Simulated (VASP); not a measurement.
# Rb (Fmmm) in VASP: further runs

Runs on Rb. Level: PBE. Tasks: single point.

Everything below comes from runs of VASP 6.6.1. Logs are shortened: lines on timing, memory, paths and dates and some standing lists are left out, and cuts for length are marked.

## (1) The cell of the first run

It takes space group Fmmm (No. 69, orthorhombic). The conventional cell has a = 5.612 Å, b = 7.778 Å, c = 8.095 Å, α = 90.00°, β = 90.00°, γ = 90.00°.

## (2) Single point, PBE (strain -0.0400 x Voigt [0, 0, 0, 1, 0, 0])

File INCAR:

```
SYSTEM = Rb
PREC = Accurate
ENCUT = 520
EDIFF = 1E-6
ISMEAR = 0
SIGMA = 0.15
LREAL = .False.
LASPH = .True.
NELM = 100
ALGO = Fast
ISIF = 2
LWAVE = .False.
LCHARG = .False.
GGA = PE
NBANDS = 10
```

File KPOINTS:

```
Automatic mesh
0
Gamma
  12 12 12
  0 0 0
```

File POSCAR:

```
Rb
1.0
   -2.8060000000      2.7498800000      2.7498800000
    2.8060000000     -2.8621200000      2.8621200000
    2.8060000000      2.8621200000     -2.8621200000
Rb
1
Direct
    0.0000000000      0.0000000000      0.0000000000
```

Potentials or basis: VASP PAW PBE potentials, release 64 (Rb_sv).

Started as:

```sh
$ cat potpaw_PBE.64/Rb_sv/POTCAR > POTCAR
$ mpirun -np 1 vasp_std > vasp.out
```

OUTCAR:

```text
SYSTEM = Rb
   PREC = Accurate
   ENCUT = 520
   EDIFF = 1E-6
   ISMEAR = 0
   LREAL = .False.
   LASPH = .True.
   NELM = 100
   ISIF = 2
   GGA = PE

 ion  position               nearest neighbor table
   1  0.000  0.000  0.000-

  LATTYP: Found a face centered orthorhombic cell.
 ALAT       =     5.6120000000
 B/A-ratio  =     1.3859292911
 C/A-ratio  =     1.4424978336

  Lattice vectors:

 A1 = (   0.0000000000,  -0.1122400000,   5.6120000000)
 A2 = (   2.8060000000,  -2.8621200000,   2.8621200000)
 A3 = (   2.8060000000,   2.7498800000,   2.7498800000)

Analysis of symmetry for initial positions (statically):
=====================================================================
 Subroutine PRICEL returns:
 Original cell was already a primitive cell.

 Routine SETGRP: Setting up the symmetry group for a
 face centered orthorhombic supercell.

 Subroutine GETGRP returns: Found  8 space group operations
 (whereof  8 operations were pure point group operations)
 out of a pool of  8 trial point group operations.

The static configuration has the point symmetry D_2h.

Analysis of symmetry for dynamics (positions and initial velocities):
=====================================================================
 Subroutine PRICEL returns:
 Original cell was already a primitive cell.

 Routine SETGRP: Setting up the symmetry group for a
 face centered orthorhombic supercell.

 Subroutine GETGRP returns: Found  8 space group operations
 (whereof  8 operations were pure point group operations)
 out of a pool of  8 trial point group operations.

The dynamic configuration has the point symmetry D_2h.

 Subroutine INISYM returns: Found  8 space group operations
 (whereof  8 operations are pure point group operations),
 and found     1 'primitive' translations

----------------------------------------------------------------------------------------

                                     Primitive cell

  volume of cell :      88.3383

  direct lattice vectors                    reciprocal lattice vectors
    -2.806000000  2.749880000  2.749880000     0.000000000  0.181826116  0.181826116
     2.806000000 -2.862120000  2.862120000     0.178189594  0.003565218  0.178260898
     2.806000000  2.862120000 -2.862120000     0.178189594  0.178260898  0.003565218

  length of vectors
     4.795551692  4.925149519  4.925149519     0.257140959  0.252073779  0.252073779

  position of ions in fractional coordinates (direct lattice)
     0.000000000  0.000000000  0.000000000

  ion indices of the primitive-cell ions
   primitive index   ion index
                 1           1

----------------------------------------------------------------------------------------

 KPOINTS: Automatic mesh

Automatic generation of k-mesh.
 Grid dimensions read from file:
 generate k-points for:   12   12   12

 Generating k-lattice:

  Cartesian coordinates                     Fractional coordinates (reciprocal lattice)
     0.000000000  0.015152176  0.015152176     0.083333333  0.000000000  0.000000000
     0.014849133  0.000297101  0.014855075    -0.000000000  0.083333333  0.000000000
     0.014849133  0.014855075  0.000297101    -0.000000000  0.000000000  0.083333333

  Length of vectors
     0.021428413  0.021006148  0.021006148

  Shift w.r.t. Gamma in fractional coordinates (k-lattice)
     0.000000000  0.000000000  0.000000000

 Subroutine IBZKPT returns following result:
 ===========================================

 Found    280 irreducible k-points:

 Following reciprocal coordinates:
            Coordinates               Weight
  0.000000  0.000000  0.000000      1.000000
  0.083333  0.000000  0.000000      2.000000
  0.166667  0.000000  0.000000      2.000000
  0.250000  0.000000  0.000000      2.000000
  0.333333  0.000000  0.000000      2.000000
  0.416667  0.000000  0.000000      2.000000
[... 16 lines left out ...]
  0.166667  0.250000 -0.000000      8.000000
  0.250000  0.250000 -0.000000      8.000000
 [... further k-points ...]
   k-points           NKPTS =    280   k-points in BZ     NKDIM =    280   number of bands    NBANDS=     10
   number of dos      NEDOS =    301   number of ions     NIONS =      1
   total plane-waves  NPLWV =  57600
   dimension x,y,z NGX =    36 NGY =   40 NGZ =   40
   dimension x,y,z NGXF=    72 NGYF=   80 NGZF=   80
   ions per type =               1
   NGX,Y,Z   is equivalent  to a cutoff of  12.48, 13.50, 13.50 a.u.
   NGXF,Y,Z  is equivalent  to a cutoff of  24.96, 27.00, 27.00 a.u.
 SYSTEM =  Rb
   PREC   = accura    normal or accurate (medium, high low for compatibility)
   ISTART =      0    job   : 0-new  1-cont  2-samecut
   ICHARG =      2    charge: 1-file 2-atom 10-const
   ISPIN  =      1    spin polarized calculation?
   LNONCOLLINEAR =      F non collinear calculations
   LSORBIT =      F    spin-orbit coupling
   LASPH  =      T    aspherical Exc in radial PAW
   ENCUT  =  520.0 eV  38.22 Ry    6.18 a.u.   8.92  9.16  9.16*2*pi/ulx,y,z
   NELM   =    100;   NELMIN=  2; NELMDL= -5     # of ELM steps
   EDIFF  = 0.1E-05   stopping-criterion for ELM
   LREAL  =      F    real-space projection
   EDIFFG = 0.1E-04   stopping-criterion for IOM
   NSW    =      0    number of steps for IOM
   IBRION =     -1    ionic relax: 0-MD 1-quasi-New 2-CG
   NFREE  =      0    steps in history (QN), initial steepest desc. (CG)
   ISIF   =      2    stress and relaxation
   ISYM   =      2    0-nonsym 1-usesym 2-fastsym
   POTIM  = 0.5000    time-step for ionic-motion
   TEBEG  =    0.0;   TEEND  =   0.0 temperature during run
   PSTRESS=    0.0 pullay stress
   NELECT =       9.0000    total number of electrons
   NUPDOWN=      -1.0000    fix difference up-down
   EMIN   =  10.00;   EMAX   =-10.00  energy-range for DOS
   EFERMI =   0.00;   METHOD = LEGACY
   ISMEAR =     0;   SIGMA  =   0.15  broadening in eV -4-tet -1-fermi 0-gaus
   EFERMI_NEDOS =   21; number of points for ismear=-14 and -15
   IALGO  =     68    algorithm
   IMIX   =      4    mixing-type and parameters
     AMIX     =   0.40;   BMIX     =  1.00
     AMIX_MAG =   1.60;   BMIX_MAG =  1.00
  volume/ion in A,a.u.               =      88.34       596.14
  Fermi-wavevector in a.u.,A,eV,Ry     =   0.764609  1.444901  7.954327  0.584627
  Thomas-Fermi vector in A             =   1.864548
   LORBIT       =      0    0 simple, 1 ext, 2 COOP (PROOUT), +10 PAW based schemes
   GGA     = PE    functional components
   LHFCALC =     F    Hartree Fock is set to
   AEXX    =    0.0000 exact exchange contribution
   IVDW    =     0    specifies the selected vdW correction
   LEPSILON=     F    determine dielectric tensor
   LRPA    =     F    only Hartree local field effects (RPA)
 non-spin polarized calculation
 RMM-DIIS sequential band-by-band and
 Gauss-broadening in eV      SIGMA  =   0.15
  energy-cutoff  :      520.00
  volume of cell :       88.34
 maximum number of plane-waves:      2403
   NGX = 17   NGY = 19   NGZ = 19

 number of electron       9.0000000 magnetization

 Free energy of the ion-electron system (eV)
  ---------------------------------------------------
  ext. energy  EPLUGINS =         0.00000000
  ---------------------------------------------------
  free energy    TOTEN  =        -0.93902453 eV

  energy without entropy =       -0.92789746  energy(sigma->0) =       -0.93346100

 E-fermi :   0.0763     XC(G=0):  -5.5382

 val. band max:        0.0760716308   @ k =   0.0000   0.5000   0.1667
 cond. band min:       0.0766908164   @ k =   0.4167  -0.3333   0.1667
 fundamental gap:      0.0006191857
 Fermi energy:         0.0762716647

 k-point     1 :       0.0000    0.0000    0.0000
  band No.  band energies     occupation
      1     -28.8094      2.00000
      2     -12.8505      2.00000
      3     -12.8482      2.00000
      4     -12.8462      2.00000
      5      -1.9319      2.00000
      6       3.6959      0.00000
      7       3.7539      0.00000
      8       3.8780      0.00000
      9       4.7427      0.00000
     10       4.7754      0.00000

 k-point     2 :       0.0833    0.0000    0.0000
  band No.  band energies     occupation
      1     -28.8090      2.00000
      2     -12.8542      2.00000
      3     -12.8510      2.00000
      4     -12.8504      2.00000
      5      -1.8439      2.00000
      6       3.6962      0.00000
      7       3.7439      0.00000
      8       3.7772      0.00000
      9       4.5011      0.00000
     10       4.6900      0.00000

 k-point     3 :       0.1667    0.0000    0.0000
  band No.  band energies     occupation
      1     -28.8080      2.00000
      2     -12.8759      2.00000
      3     -12.8587      2.00000
      4     -12.8501      2.00000
      5      -1.5858      2.00000
      6       3.3039      0.00000
      7       3.4459      0.00000
      8       4.0183      0.00000
      9       4.3211      0.00000
     10       4.6012      0.00000

 k-point     4 :       0.2500    0.0000    0.0000
  band No.  band energies     occupation
      1     -28.8065      2.00000
      2     -12.9051      2.00000
      3     -12.8692      2.00000
      4     -12.8497      2.00000
      5      -1.1757      2.00000
      6       2.6672      0.00000
      7       3.1316      0.00000
      8       4.4102      0.00000
      9       4.4184      0.00000
     10       4.5745      0.00000
[... 222 lines left out ...]
 k-point    22 :       0.0833    0.2500   -0.0000
  band No.  band energies     occupation
      1     -28.8060      2.00000
      2     -12.9206      2.00000
      3     -12.8695      2.00000
      4     -12.8513      2.00000
      5      -0.8921      2.00000
      6       2.2366      0.00000
      7       2.9068      0.00000
      8       4.3546      0.00000
      9       4.6589      0.00000
     10       5.0168      0.00000

 k-point    23 :       0.1667    0.2500   -0.0000
  band No.  band energies     occupation
      1     -28.8050      2.00000
      2     -12.9349      2.00000
      3     -12.8773      2.00000
      4     -12.8577      2.00000
      5      -0.4436      2.00000
      6       1.9460      0.00000
      7       2.5618      0.00000
      8       4.3125      0.00000
      9       4.6482      0.00000
     10       5.2807      0.00000

 k-point    24 :       0.2500    0.2500   -0.0000
  band No.  band energies     occupation
      1     -28.8041      2.00000
      2     -12.9417      2.00000
      3     -12.8918      2.00000
      4     -12.8609      2.00000
      5       0.1108      0.74467
      6       1.6898      0.00000
      7       2.1378      0.00000
      8       4.3039      0.00000
      9       4.4979      0.00000
     10       5.3532      0.00000

 [... further k-points ...]

------------------------ aborting loop because EDIFF is reached ----------------------------------------

  FORCE on cell =-STRESS in cart. coord.  units (eV):
  Direction    XX          YY          ZZ          XY          YZ          ZX
  --------------------------------------------------------------------------------------
  -------------------------------------------------------------------------------------
  Total        0.0536236      0.0507594      0.0507594      0.0000000      0.0437034      0.0000000
  in kB        0.9725620      0.9206142      0.9206142      0.0000000      0.7926419      0.0000000
  external PRESSURE =       0.9379302 kB  Pullay stress =       0.0000000 kB

 VOLUME and BASIS-vectors are now :
 -----------------------------------------------------------------------------
  energy-cutoff  :      520.00
  volume of cell :       88.34
      direct lattice vectors                 reciprocal lattice vectors
    -2.806000000  2.749880000  2.749880000     0.000000000  0.181826116  0.181826116
     2.806000000 -2.862120000  2.862120000     0.178189594  0.003565218  0.178260898
     2.806000000  2.862120000 -2.862120000     0.178189594  0.178260898  0.003565218

 POSITION                                       TOTAL-FORCE (eV/Angst)
 -----------------------------------------------------------------------------------
      0.00000      0.00000      0.00000         0.000000      0.000000      0.000000
 -----------------------------------------------------------------------------------
    total drift:                               -0.000000      0.000000      0.000000

  FREE ENERGIE OF THE ION-ELECTRON SYSTEM (eV)
  ---------------------------------------------------
  free  energy   TOTEN  =        -0.9390245349 eV

  energy  without entropy=       -0.9278974557  energy(sigma->0) =       -0.93346100
```

Wall time 2.5 min (1 thread of Oxide Virtual Turin-like, shared host); peak memory 0.36 GiB.

What came out:

```yaml
Free_energy: -0.9390 eV
Pressure: 0.1 GPa
Band_gap_on_the_k_mesh: zero (an odd number of electrons rules out a gap without spin polarisation)
```

Stress tensor (GPa, compression positive):
```
0.10 0.00 0.00
0.00 0.09 0.08
0.00 0.08 0.09
```

Caveat: the cell differs from its parent crystal (strain -0.0400 x Voigt [0, 0, 0, 1, 0, 0]).

## (3) Single point, PBE (strain +0.0300 x Voigt [0, 0, 0, 1, 0, 0])

File INCAR:

```
ALGO = Fast ; EDIFF = 1E-6
ENCUT = 520 ; GGA = PE
ISIF = 2 ; ISMEAR = 0
LASPH = True ; LCHARG = False
LREAL = False ; LWAVE = False
NBANDS = 10 ; NELM = 80
PREC = Accurate ; SIGMA = 0.15
```

File KPOINTS:

```
k-points
0
Gamma
  12 12 12
```

File POSCAR:

```
Rb
1.0
   -2.8060000000      2.8480900000      2.8480900000
    2.8060000000     -2.7639100000      2.7639100000
    2.8060000000      2.7639100000     -2.7639100000
Rb
1
Direct
    0.0000000000      0.0000000000      0.0000000000
```

Potentials or basis: VASP PAW PBE potentials, release 64 (Rb_sv).

Started as:

```sh
$ cat potpaw_PBE.64/Rb_sv/POTCAR > POTCAR
$ mpirun -np 1 vasp_std > vasp.out
```

It took 3.1 min on 1 thread of Oxide Virtual Turin-like, shared host; peak memory 0.35 GiB.

It converged, with:

- Free energy: -0.9394 eV
- Pressure: 0.1 GPa
- Band gap on the k mesh: zero (an odd number of electrons rules out a gap without spin polarisation)

Stress tensor (GPa, compression positive):
```
 0.09  0.00  0.00
 0.00  0.09 -0.06
 0.00 -0.06  0.09
```

Levels at points of the mesh, in eV from the Fermi level:
| k point | band 2 | band 3 | band 4 | band 5 | band 6 | band 7 |
| --- | --- | --- | --- | --- | --- | --- |
| (0.00, 0.00, 0.00) | -12.93 | -12.92 | -12.92 | -2.01 | 3.64 | 3.69 |
| (0.50, 0.00, 0.00) | -13.02 | -12.95 | -12.92 | 0.18 | 0.73 | 2.60 |
| (0.00, 0.50, 0.00) | -13.03 | -12.96 | -12.92 | 0.24 | 0.81 | 2.59 |
| (0.00, 0.50, 0.50) | -13.04 | -12.96 | -12.92 | 0.29 | 0.88 | 2.59 |
| (0.50, 0.50, 0.50) | -13.01 | -13.00 | -12.99 | 1.24 | 1.24 | 3.32 |

Caveat: the cell differs from its parent crystal (strain +0.0300 x Voigt [0, 0, 0, 1, 0, 0]).
